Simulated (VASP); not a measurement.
CoSi, 8 atoms in the cell. The structure is cubic, space group P2_13 (No. 198). The conventional cell has a = 4.203 Å, b = 4.203 Å, c = 4.203 Å, α = 90.00°, β = 90.00°, γ = 90.00°. Within 2.9 Å of Co (site symmetry 3) lie 7 Si at 2.21 to 2.29 Å and 6 Co at 2.59 Å. Within 2.9 Å of Si (site symmetry 3) lie 7 Co at 2.21 to 2.29 Å and 6 Si at 2.60 Å. 

| Quantity | Value |
| --- | --- |
| Program | VASP 6.6.1 |
| Task | single point |
| Functional | PBEsol |
| Potentials or basis | VASP PAW PBE potentials, release 64 (Co, Si) |
| Cutoff | 520 eV |
| k mesh | 8 × 8 × 8 |
| Occupations | gaussian, width 0.1 eV |
| Spin | no spin polarisation |
| Dipole correction | no |
| Further INCAR settings | ALGO = Normal; EDIFF = 1e-06; NBANDS = 36 |

Potentials or basis: VASP PAW PBE potentials, release 64 (Co, Si).

Launch:

```sh
$ cat potpaw_PBE.64/Co/POTCAR potpaw_PBE.64/Si/POTCAR > POTCAR
$ mpirun -np 1 vasp_std > vasp.out
```

Hardware: 1 thread of Intel(R) Xeon(R) Platinum 8488C (Sapphire Rapids), on a shared host.

Problem. How long does it take, and how much memory?

Solution. Run time: 78 s on 1 thread of Intel(R) Xeon(R) Platinum 8488C (Sapphire Rapids), with other jobs on the host, peak memory 0.22 GiB. Counts: scf iterations 15, k points 45.
